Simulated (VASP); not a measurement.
Runs of VASP 6.6.1 on SnC3. It takes space group P-4m2 (No. 115, tetragonal). Conventional cell: a = 2.979 Å, b = 2.979 Å, c = 4.644 Å, α = 90.00°, β = 90.00°, γ = 90.00°. C (site symmetry 2mm) has 2 C at 1.71 Å and 2 Sn at 2.11 Å within 2.3 Å. C (site symmetry -4m2) has 4 C at 1.71 Å within 2.3 Å. Sn (site symmetry -4m2) has 4 C at 2.11 Å within 2.8 Å. 

```csv
level,k mesh,smearing,grid for exact exchange (PRECFOCK),screening parameter,gap on the mesh (eV),pressure (GPa),largest force (eV/Å)
PBEsol,6 × 6 × 4,gaussian 0.001 eV,-,-,0.32,-3.0,0.31
PBEsol,6 × 6 × 4,methfessel-paxton 0.2 eV,-,-,0.32,-3.0,0.31
PBEsol,2 × 2 × 2,gaussian 0.01 eV,-,-,0.15,-2.8,(c)
PBEsol,6 × 6 × 4,tetrahedron,-,-,0.32,-3.0,0.31
PBEsol,6 × 6 × 4,methfessel-paxton 0.05 eV,-,-,0.32,-3.0,0.31
PBEsol,6 × 6 × 4,methfessel-paxton 0.001 eV,-,-,0.32,-3.0,0.31
PBEsol,6 × 6 × 4,gaussian 0.01 eV,-,-,0.32,-3.0,0.31
PBEsol,"6 × 6 × 4, shifted",gaussian 0.01 eV,-,-,1.07,(b),0.36
PBEsol,6 × 6 × 4,gaussian 0.5 eV,-,-,0.34,-2.8,0.38
HSE06,4 × 4 × 4,gaussian 0.01 eV,Normal,0.2079 1/Å,(a),-3.9,0.02
```

Alike in all rows: task single point; potentials or basis VASP PAW PBE potentials, release 64 (C, Sn_d); no spin polarisation; cell as given; cutoff (eV) 520.

Problem. Fill in the values left out.

Solution. (a) 1.16; (b) -2.9; (c) 1.28.

Caveats: some runs use coarse meshes; the PAW data sets were made with another functional, which shifts forces and pressure a little; spin-orbit coupling is left out, which moves the levels of the heavy elements.

A k mesh can miss the band edges, and the runs leave out spin-orbit coupling on Sn.
